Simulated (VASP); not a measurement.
Runs of VASP 6.6.1 on Mo. It takes space group Im-3m (No. 229, cubic). Conventional cell: a = 3.168 Å, b = 3.168 Å, c = 3.168 Å, α = 90.00°, β = 90.00°, γ = 90.00°. Mo (site symmetry m-3m) has 14 Mo at 2.74 to 3.17 Å within 3.6 Å. 

```csv
task,level,potentials or basis,spin,gap on the mesh (eV),pressure (GPa)
single point,PBE,"VASP PAW PBE potentials, release 64 (Mo_sv)","non-collinear, zero start, SOC",-,-1.1
single point,PBE,"VASP PAW PBE potentials, release 64 (Mo_sv)",off,none,(a)
single point,LDA,"VASP PAW LDA potentials, release 64 (Mo_sv)",off,none,-13.1
single point,r2SCAN,"VASP PAW PBE potentials, release 64 (Mo_sv)",off,none,-3.1
```

Alike in all rows: cell as given; k mesh 10 × 10 × 10; cutoff (eV) 520; smearing fermi-dirac 0.1 eV.

Problem. Estimate the missing entries.

Solution. (a) -1.2.

Caveats: the PAW data sets were made with another functional, which shifts forces and pressure a little (some runs).

A k mesh can miss the band edges, and rows without SOC leave out spin-orbit coupling on Mo.

A gap of «none» marks levels without a gap at the run's occupations.
